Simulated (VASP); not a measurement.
Here is a VASP 6.6.1 calculation.

The input INCAR:

```
PREC     = Accurate       # precision mode
ENCUT    = 520            # plane-wave cutoff, eV
EDIFF    = 1E-7           # SCF threshold, eV
ISMEAR   = -1             # smearing method
SIGMA    = 0.02           # smearing width, eV
LREAL    = F              # projectors in reciprocal space
LASPH    = T              # aspherical terms in the spheres
NELM     = 100            # most SCF steps
ALGO     = Normal         # electronic algorithm
ISIF     = 2              # what is computed and relaxed
LWAVE    = F              # write WAVECAR
LCHARG   = F              # write CHGCAR
GGA      = PE             # functional
NBANDS   = 23             # bands
```

KPOINTS

```
Automatic mesh
0
Gamma
  6 6 6
```

Contents of POSCAR:

```
CaB6
1.0
    4.1877009479      0.0000000000      0.0000000000
    0.0000000000      4.1877009479      0.0000000000
    0.0000000000      0.0000000000      4.1877009479
Ca B
1 6
Direct
    0.5000000000      0.5000000000      0.5000000000
    0.0000000000      0.0000000000      0.2983669046
    0.0000000000      0.0000000000      0.7016330954
    0.2983669046      0.0000000000      0.0000000000
    0.7016330954      0.0000000000      0.0000000000
    0.0000000000      0.2983669046      0.0000000000
    0.0000000000      0.7016330954      0.0000000000
```

Potentials or basis: VASP PAW PBE potentials, release 64 (Ca_sv, B).

Launch:

```sh
$ cat potpaw_PBE.64/Ca_sv/POTCAR potpaw_PBE.64/B/POTCAR > POTCAR
$ mpirun -np 1 vasp_std > vasp.out
```

(1) Estimate the band gap on the k mesh.

(2) What does it give for the pressure?

(3) What does it give for the largest force?

Results:

(1) 0.10 eV.

(2) -4.2 GPa.

(3) 0.133 eV/Å.

Caveat: the cell stands under tension.
